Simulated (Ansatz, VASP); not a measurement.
Two plane-wave programs on MoS2

INCAR

```
SYSTEM = MoS2
  ALGO = Normal
  EDIFF = 1E-6
  EDIFFG = -0.01
  ENCUT = 600
  GGA = RE
  IBRION = 2
  ISIF = 3
  ISMEAR = -1
  LASPH = .TRUE.
  LCHARG = .FALSE.
  LREAL = .FALSE.
  LWAVE = .FALSE.
  NELM = 80
  NSW = 60
  PREC = Accurate
  SIGMA = 0.05
```

File KPOINTS:

```
k-points
0
G
  10 10 3
  0 0 0
```

Contents of POSCAR:

```
MoS2
1.0
    3.1690000000      0.0000000000      0.0000000000
   -1.5845000000      2.7444345046      0.0000000000
    0.0000000000      0.0000000000     12.3240000000
Mo S
2 4
Direct
    0.6666666667      0.3333333333      0.7500000000
    0.3333333333      0.6666666667      0.2500000000
    0.6666666667      0.3333333333      0.3770000000
    0.3333333333      0.6666666667      0.8770000000
    0.6666666667      0.3333333333      0.1230000000
    0.3333333333      0.6666666667      0.6230000000
```

Contents of input.yaml:

```yaml
crystal:
  lattice:
    - [3.169, 0.0, 0.0]
    - [-1.5845, 2.7444345046, 0.0]
    - [0.0, 0.0, 12.324]
  atoms:
    - { symbol: Mo, position: [0.6666666667, 0.3333333333, 0.75] }
    - { symbol: Mo, position: [0.3333333333, 0.6666666667, 0.25] }
    - { symbol: S, position: [0.6666666667, 0.3333333333, 0.377] }
    - { symbol: S, position: [0.3333333333, 0.6666666667, 0.877] }
    - { symbol: S, position: [0.6666666667, 0.3333333333, 0.123] }
    - { symbol: S, position: [0.3333333333, 0.6666666667, 0.623] }
hamiltonian:
  xc: revpbe
  pseudopotentials: { kind: paw }
kpoints:
  mp_grid: { grid: [10, 10, 3] }
scf:
  occupations: { method: fermi_dirac, width: 0.05 }
output:
  forces: true
  stress: true
  write_density: true
  write_potential: true
  elf: true
  volumetric_format: npy
relax:
  f_tol: 0.01
  max_steps: 40
  cell: { stress_tol: 0.05 }
```

Alike in both runs: task relaxation of cell and atoms; functional revPBE; k mesh 10 × 10 × 3; occupations fermi-dirac, width 0.05 eV; no spin polarisation.

|  | VASP | Ansatz |
| --- | --- | --- |
| version | VASP 6.6.1 | Ansatz 0.2.0 |
| potentials or method | VASP PAW PBE potentials, release 64 (Mo_sv, S) | Ansatz PAW |
| plane-wave cutoff (eV) | 600 | 420 |
| valence electrons in the cell | 52 | 52 |

|  | VASP | Ansatz | Ansatz less VASP |
| --- | --- | --- | --- |
| gap on the k mesh at the Fermi level, each at its own relaxed structure (eV) | 1.57 | 1.65 | +0.075 |
| relaxed volume (Å³/atom) | 22.96 | 26.01 | +3.042 |
| relaxed length of the cell vector where the two differ most in proportion (Å) | 15.518 | 17.557 | +2.0393 |

VASP's potentials were made for PBE, not for revPBE. One of these differences is far larger than is usual between the two programs; its cause wasn't traced.

Noted on VASP's run: the volume moved by over 15 % at a fixed basis, so the end points are rough. Noted on Ansatz's run: the volume moved by over 15 % at a fixed basis, so the end points are rough; odd divisions of the mesh miss points on the zone boundary, where band edges often lie, so the gap on the mesh can be too wide; the plane-wave basis is chosen anew once the cell has moved, so the energies of steps on either side of that aren't comparable.
